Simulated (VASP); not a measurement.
# HfN (Fm-3m) in VASP: settings compared

HfN is run at these levels: PBEsol+D3(BJ), LDA; tasks: single point.

All numbers are computed with VASP 6.6.1; they aren't measurements. Logs are shortened: lines on timing, memory, paths and dates and some standing lists are left out, and cuts for length are marked.

## (1) The cell of the first run

It takes space group Fm-3m (No. 225, cubic). The conventional cell has a = 4.412 Å, b = 4.412 Å, c = 4.412 Å, α = 90.00°, β = 90.00°, γ = 90.00°. Within 2.9 Å of Hf (site symmetry m-3m) lie 6 N at 2.21 Å. Within 2.9 Å of N (site symmetry m-3m) lie 6 Hf at 2.21 Å.

## (2) Single point, PBEsol+D3(BJ) (volume scaled by 0.96)

The input, INCAR:

```
PREC = Accurate
ENCUT = 520
EDIFF = 1E-6
ISMEAR = 0
SIGMA = 0.05
LREAL = False
LASPH = True
NELM = 80
ALGO = Normal
ISIF = 2
LWAVE = False
LCHARG = False
GGA = PS
IVDW = 12
NBANDS = 14
```

The input, KPOINTS:

```
regular mesh
0
Gamma
  10 10 10
```

The input, POSCAR:

```
HfN
1.0
    0.0000000000      2.2058991718      2.2058991718
    2.2058991718      0.0000000000      2.2058991718
    2.2058991718      2.2058991718      0.0000000000
Hf N
1 1
Direct
    0.5000000000      0.5000000000      0.5000000000
    0.0000000000      0.0000000000      0.0000000000
```

Potentials or basis: VASP PAW PBE potentials, release 64 (Hf_pv, N).

The run is started by

```bash
$ cat potpaw_PBE.64/Hf_pv/POTCAR potpaw_PBE.64/N/POTCAR > POTCAR
$ mpirun -np 1 vasp_std > vasp.out
```

OUTCAR:

```text
PREC = Accurate
   ENCUT = 520
   EDIFF = 1E-6
   ISMEAR = 0
   LREAL = False
   LASPH = True
   NELM = 80
   ISIF = 2
   GGA = PS
   IVDW = 12
 IVDW          = 12

 ion  position               nearest neighbor table
   1  0.500  0.500  0.500-   2 2.21   2 2.21   2 2.21   2 2.21   2 2.21   2 2.21
   2  0.000  0.000  0.000-   1 2.21   1 2.21   1 2.21   1 2.21   1 2.21   1 2.21

  LATTYP: Found a face centered cubic cell.
 ALAT       =     4.4117983436

  Lattice vectors:

 A1 = (   0.0000000000,   2.2058991718,   2.2058991718)
 A2 = (   2.2058991718,   0.0000000000,   2.2058991718)
 A3 = (   2.2058991718,   2.2058991718,   0.0000000000)

Analysis of symmetry for initial positions (statically):
=====================================================================
 Subroutine PRICEL returns:
 Original cell was already a primitive cell.

 Routine SETGRP: Setting up the symmetry group for a
 face centered cubic supercell.

 Subroutine GETGRP returns: Found 48 space group operations
 (whereof 48 operations were pure point group operations)
 out of a pool of 48 trial point group operations.

The static configuration has the point symmetry O_h .

Analysis of symmetry for dynamics (positions and initial velocities):
=====================================================================
 Subroutine PRICEL returns:
 Original cell was already a primitive cell.

 Routine SETGRP: Setting up the symmetry group for a
 face centered cubic supercell.

 Subroutine GETGRP returns: Found 48 space group operations
 (whereof 48 operations were pure point group operations)
 out of a pool of 48 trial point group operations.

The dynamic configuration has the point symmetry O_h .

 Subroutine INISYM returns: Found 48 space group operations
 (whereof 48 operations are pure point group operations),
 and found     1 'primitive' translations

----------------------------------------------------------------------------------------

                                     Primitive cell

  volume of cell :      21.4678

  direct lattice vectors                    reciprocal lattice vectors
     0.000000000  2.205899172  2.205899172    -0.226664938  0.226664938  0.226664938
     2.205899172  0.000000000  2.205899172     0.226664938 -0.226664938  0.226664938
     2.205899172  2.205899172  0.000000000     0.226664938  0.226664938 -0.226664938

  length of vectors
     3.119612526  3.119612526  3.119612526     0.392595190  0.392595190  0.392595190

  position of ions in fractional coordinates (direct lattice)
     0.500000000  0.500000000  0.500000000
     0.000000000  0.000000000  0.000000000

  ion indices of the primitive-cell ions
   primitive index   ion index
                 1           1
                 2           2

----------------------------------------------------------------------------------------

 KPOINTS: regular mesh

Automatic generation of k-mesh.
 Grid dimensions read from file:
 generate k-points for:   10   10   10

 Generating k-lattice:

  Cartesian coordinates                     Fractional coordinates (reciprocal lattice)
    -0.022666494  0.022666494  0.022666494     0.100000000  0.000000000  0.000000000
     0.022666494 -0.022666494  0.022666494     0.000000000  0.100000000  0.000000000
     0.022666494  0.022666494 -0.022666494     0.000000000  0.000000000  0.100000000

  Length of vectors
     0.039259519  0.039259519  0.039259519

  Shift w.r.t. Gamma in fractional coordinates (k-lattice)
     0.000000000  0.000000000  0.000000000

 Subroutine IBZKPT returns following result:
 ===========================================

 Found     47 irreducible k-points:

 Following reciprocal coordinates:
            Coordinates               Weight
  0.000000  0.000000  0.000000      1.000000
  0.100000  0.000000  0.000000      8.000000
  0.200000  0.000000  0.000000      8.000000
  0.300000  0.000000  0.000000      8.000000
  0.400000  0.000000  0.000000      8.000000
  0.500000  0.000000  0.000000      4.000000
[... 16 lines left out ...]
  0.300000  0.300000  0.000000      6.000000
  0.400000  0.300000  0.000000     24.000000
 [... further k-points ...]
   k-points           NKPTS =     47   k-points in BZ     NKDIM =     47   number of bands    NBANDS=     14
   number of dos      NEDOS =    301   number of ions     NIONS =      2
   total plane-waves  NPLWV =  13824
   dimension x,y,z NGX =    24 NGY =   24 NGZ =   24
   dimension x,y,z NGXF=    48 NGYF=   48 NGZF=   48
   ions per type =               1   1
   NGX,Y,Z   is equivalent  to a cutoff of  12.79, 12.79, 12.79 a.u.
   NGXF,Y,Z  is equivalent  to a cutoff of  25.58, 25.58, 25.58 a.u.
 SYSTEM =  unknown system
   PREC   = accura    normal or accurate (medium, high low for compatibility)
   ISTART =      0    job   : 0-new  1-cont  2-samecut
   ICHARG =      2    charge: 1-file 2-atom 10-const
   ISPIN  =      1    spin polarized calculation?
   LNONCOLLINEAR =      F non collinear calculations
   LSORBIT =      F    spin-orbit coupling
   LASPH  =      T    aspherical Exc in radial PAW
   ENCUT  =  520.0 eV  38.22 Ry    6.18 a.u.   5.80  5.80  5.80*2*pi/ulx,y,z
   NELM   =     80;   NELMIN=  2; NELMDL= -5     # of ELM steps
   EDIFF  = 0.1E-05   stopping-criterion for ELM
   LREAL  =      F    real-space projection
   EDIFFG = 0.1E-04   stopping-criterion for IOM
   NSW    =      0    number of steps for IOM
   IBRION =     -1    ionic relax: 0-MD 1-quasi-New 2-CG
   NFREE  =      0    steps in history (QN), initial steepest desc. (CG)
   ISIF   =      2    stress and relaxation
   ISYM   =      2    0-nonsym 1-usesym 2-fastsym
   POTIM  = 0.5000    time-step for ionic-motion
   TEBEG  =    0.0;   TEEND  =   0.0 temperature during run
   PSTRESS=    0.0 pullay stress
   NELECT =      15.0000    total number of electrons
   NUPDOWN=      -1.0000    fix difference up-down
   EMIN   =  10.00;   EMAX   =-10.00  energy-range for DOS
   EFERMI =   0.00;   METHOD = LEGACY
   ISMEAR =     0;   SIGMA  =   0.05  broadening in eV -4-tet -1-fermi 0-gaus
   EFERMI_NEDOS =   21; number of points for ismear=-14 and -15
   IALGO  =     38    algorithm
   IMIX   =      4    mixing-type and parameters
     AMIX     =   0.40;   BMIX     =  1.00
     AMIX_MAG =   1.60;   BMIX_MAG =  1.00
  volume/ion in A,a.u.               =      10.73        72.44
  Fermi-wavevector in a.u.,A,eV,Ry     =   1.452701  2.745207 28.712925  2.110340
  Thomas-Fermi vector in A             =   2.570053
   LORBIT       =      0    0 simple, 1 ext, 2 COOP (PROOUT), +10 PAW based schemes
   GGA     = PS    functional components
   LHFCALC =     F    Hartree Fock is set to
   AEXX    =    0.0000 exact exchange contribution
   IVDW    =    12    specifies the selected vdW correction
   LEPSILON=     F    determine dielectric tensor
   LRPA    =     F    only Hartree local field effects (RPA)
 non-spin polarized calculation
 Gauss-broadening in eV      SIGMA  =   0.05
  energy-cutoff  :      520.00
  volume of cell :       21.47
 maximum number of plane-waves:       589
   NGX = 11   NGY = 11   NGZ = 11

 number of electron      15.0000002 magnetization

 Free energy of the ion-electron system (eV)
  ---------------------------------------------------
  ext. energy  EPLUGINS =         0.00000000
  ---------------------------------------------------
  free energy    TOTEN  =       -22.92522872 eV

  energy without entropy =      -22.92412121  energy(sigma->0) =      -22.92467497

 E-fermi :   8.8736     XC(G=0): -13.2710

 val. band max:        8.8382573365   @ k =  -0.4000   0.3000   0.0000
 cond. band min:       8.8870041580   @ k =  -0.1000   0.1000   0.0000
 fundamental gap:      0.0487468215
 Fermi energy:         8.8736176550

 k-point     1 :       0.0000    0.0000    0.0000
  band No.  band energies     occupation
      1     -21.9230      2.00000
      2     -21.9230      2.00000
      3     -21.9230      2.00000
      4      -9.0215      2.00000
      5       5.7760      2.00000
      6       5.7760      2.00000
      7       5.7760      2.00000
      8       8.4292      2.00000
      9       8.4292      2.00000
     10       8.4292      2.00000
     11      10.9670      0.00000
     12      10.9670      0.00000
     13      11.3699      0.00000
     14      18.5579      0.00000

 k-point     2 :       0.1000    0.0000    0.0000
  band No.  band energies     occupation
      1     -22.0589      2.00000
      2     -21.9336      2.00000
      3     -21.9336      2.00000
      4      -8.7503      2.00000
      5       4.8123      2.00000
      6       5.1654      2.00000
      7       5.1654      2.00000
      8       8.6997      2.00000
      9       8.7880      1.98455
     10       8.7880      1.98455
     11      11.7917      0.00000
     12      11.7917      0.00000
     13      12.0555      0.00000
     14      19.3990      0.00000

 k-point     3 :       0.2000    0.0000    0.0000
  band No.  band energies     occupation
      1     -22.3964      2.00000
      2     -21.9609      2.00000
      3     -21.9609      2.00000
      4      -8.0280      2.00000
      5       3.0540      2.00000
      6       4.0697      2.00000
      7       4.0697      2.00000
      8       9.1451      0.00000
      9       9.6800      0.00000
     10       9.6800      0.00000
     11      13.5042      0.00000
     12      13.6360      0.00000
     13      13.6360      0.00000
     14      21.4182      0.00000
[... 324 lines left out ...]
 k-point    23 :       0.3000    0.3000    0.0000
  band No.  band energies     occupation
      1     -22.6689      2.00000
      2     -22.1872      2.00000
      3     -22.1872      2.00000
      4      -7.5709      2.00000
      5       1.7871      2.00000
      6       4.9186      2.00000
      7       4.9186      2.00000
      8       5.6340      2.00000
      9      12.3847      0.00000
     10      13.2746      0.00000
     11      13.3508      0.00000
     12      13.3508      0.00000
     13      18.6799      0.00000
     14      21.4278      0.00000

 k-point    24 :       0.4000    0.3000    0.0000
  band No.  band energies     occupation
      1     -22.8080      2.00000
      2     -22.2670      2.00000
      3     -22.2282      2.00000
      4      -7.4788      2.00000
      5       2.0763      2.00000
      6       4.0724      2.00000
      7       4.6372      2.00000
      8       6.1846      2.00000
      9      13.3180      0.00000
     10      13.9464      0.00000
     11      14.0895      0.00000
     12      14.3604      0.00000
     13      18.8496      0.00000
     14      21.0516      0.00000

 [... further k-points ...]

------------------------ aborting loop because EDIFF is reached ----------------------------------------

 Edisp (eV)   -0.83411

 E8    (eV) :    -0.5854

  FORCE on cell =-STRESS in cart. coord.  units (eV):
  Direction    XX          YY          ZZ          XY          YZ          ZX
  --------------------------------------------------------------------------------------
  -------------------------------------------------------------------------------------
  Total       1.48153     1.48153     1.48153     0.00000     0.00000    -0.00000
  in kB     110.56935   110.56935   110.56935     0.00000     0.00000    -0.00000
  external pressure =      110.57 kB  Pullay stress =        0.00 kB

 VOLUME and BASIS-vectors are now :
 -----------------------------------------------------------------------------
  energy-cutoff  :      520.00
  volume of cell :       21.47
      direct lattice vectors                 reciprocal lattice vectors
     0.000000000  2.205899172  2.205899172    -0.226664938  0.226664938  0.226664938
     2.205899172  0.000000000  2.205899172     0.226664938 -0.226664938  0.226664938
     2.205899172  2.205899172  0.000000000     0.226664938  0.226664938 -0.226664938

 POSITION                                       TOTAL-FORCE (eV/Angst)
 -----------------------------------------------------------------------------------
      2.20590      2.20590      2.20590         0.000000     -0.000000     -0.000000
      0.00000      0.00000      0.00000        -0.000000      0.000000      0.000000
 -----------------------------------------------------------------------------------
    total drift:                                0.000000     -0.000000     -0.000000

  FREE ENERGIE OF THE ION-ELECTRON SYSTEM (eV)
  ---------------------------------------------------
  free  energy   TOTEN  =       -23.7593366148 eV

  energy  without entropy=      -23.7582291028  energy(sigma->0) =      -23.75878286
```

Run time: 11 s. Hardware: 1 thread of Intel Xeon 6975P-C, shared host; peak memory 0.16 GiB.

Results:

* Free energy: -23.7593 eV
* Pressure: 11.1 GPa
* Dispersion energy per atom: -0.417 eV

Caveat: the cell differs from its parent crystal (volume scaled by 0.96); the PAW data sets were made with another functional, which shifts forces and pressure a little; spin-orbit coupling is left out, which moves the levels of the heavy elements; pairwise dispersion overbinds metals, which lowers pressure and volume.

## (3) Single point, LDA

This run uses another cell than the first one, of 11.15 Å³/atom, 1.039 times its volume.

The input, INCAR:

```
PREC = Accurate ; ENCUT = 520
EDIFF = 1E-6 ; ISMEAR = 0
SIGMA = 0.05 ; LREAL = F
LASPH = T ; NELM = 80
ALGO = Normal ; ISIF = 2
LWAVE = F ; LCHARG = T
GGA = CA ; LELF = T
LVHAR = T ; NBANDS = 14
```

KPOINTS is that of step 2.

The input, POSCAR:

```
HfN
1.0
    0.0000000000      2.2339084654      2.2339084654
    2.2339084654      0.0000000000      2.2339084654
    2.2339084654      2.2339084654      0.0000000000
Hf N
1 1
Direct
    0.5000000000      0.5000000000      0.5000000000
    0.0000000000      0.0000000000      0.0000000000
```

Potentials or basis: VASP PAW LDA potentials, release 64 (Hf_pv, N).

The run is started by

```bash
$ cat potpaw_LDA.64/Hf_pv/POTCAR potpaw_LDA.64/N/POTCAR > POTCAR
$ mpirun -np 1 vasp_std > vasp.out
```

Wall time 9.2 s (1 thread of Intel Xeon 6975P-C, shared host); peak memory 0.14 GiB.

Results (log left out):

```yaml
Free_energy: -23.8630 eV
Pressure: -1.2 GPa
```

Levels at points of the mesh, in eV from the Fermi level:
| k point | band 4 | band 5 | band 6 | band 7 | band 8 | band 9 | band 10 | band 11 | band 12 | band 13 |
| --- | --- | --- | --- | --- | --- | --- | --- | --- | --- | --- |
| (0.00, 0.00, 0.00) | -17.46 | -3.02 | -3.02 | -3.02 | -0.44 | -0.44 | -0.44 | 1.97 | 1.97 | 2.29 |
| (0.50, 0.00, 0.00) | -14.45 | -9.06 | -6.35 | -6.35 | 3.40 | 3.81 | 3.81 | 4.71 | 9.20 | 9.20 |
| (0.50, 0.50, 0.00) | -16.34 | -5.31 | -4.00 | -3.65 | -3.65 | 4.20 | 5.73 | 5.73 | 6.05 | 8.37 |

Caveat: spin-orbit coupling is left out, which moves the levels of the heavy elements.

## (4) Single point, LDA (volume scaled by 0.98)

The input, INCAR:

```
SYSTEM = HfN
PREC = Accurate
ENCUT = 520
EDIFF = 1E-6
ISMEAR = 0
SIGMA = 0.05
LREAL = .FALSE.
LASPH = .TRUE.
NELM = 100
ALGO = Normal
ISIF = 2
LWAVE = .FALSE.
LCHARG = .FALSE.
NBANDS = 14
```

The input, KPOINTS:

```
regular mesh
0
G
  10 10 10
  0 0 0
```

The input, POSCAR:

```
HfN
1.0
    0.0000000000      2.2189153394      2.2189153394
    2.2189153394      0.0000000000      2.2189153394
    2.2189153394      2.2189153394      0.0000000000
Hf N
1 1
Direct
    0.5000000000      0.5000000000      0.5000000000
    0.0000000000      0.0000000000      0.0000000000
```

The run is started by

```bash
$ cat potpaw_LDA.64/Hf_pv/POTCAR potpaw_LDA.64/N/POTCAR > POTCAR
$ mpirun -np 1 vasp_std > vasp.out
```

Wall time 11 s (1 thread of Intel Xeon 6975P-C, shared host); peak memory 0.13 GiB.

The run converged. Its results:

```yaml
Free_energy: -23.8572 eV
Pressure: 5.2 GPa
```

Levels at points of the mesh, in eV from the Fermi level:
```csv
k point,band 4,band 5,band 6,band 7,band 8,band 9,band 10,band 11,band 12,band 13
"(0.00, 0.00, 0.00)",-17.58,-3.04,-3.04,-3.04,-0.45,-0.45,-0.45,2.02,2.02,2.50
"(0.50, 0.00, 0.00)",-14.44,-9.18,-6.46,-6.46,3.50,3.92,3.92,4.82,9.45,9.45
"(0.50, 0.50, 0.00)",-16.46,-5.29,-4.10,-3.66,-3.66,4.32,5.90,5.90,6.31,8.65
```

Caveat: the cell differs from its parent crystal (volume scaled by 0.98); spin-orbit coupling is left out, which moves the levels of the heavy elements.

(Part 1 of 2 ends here.)
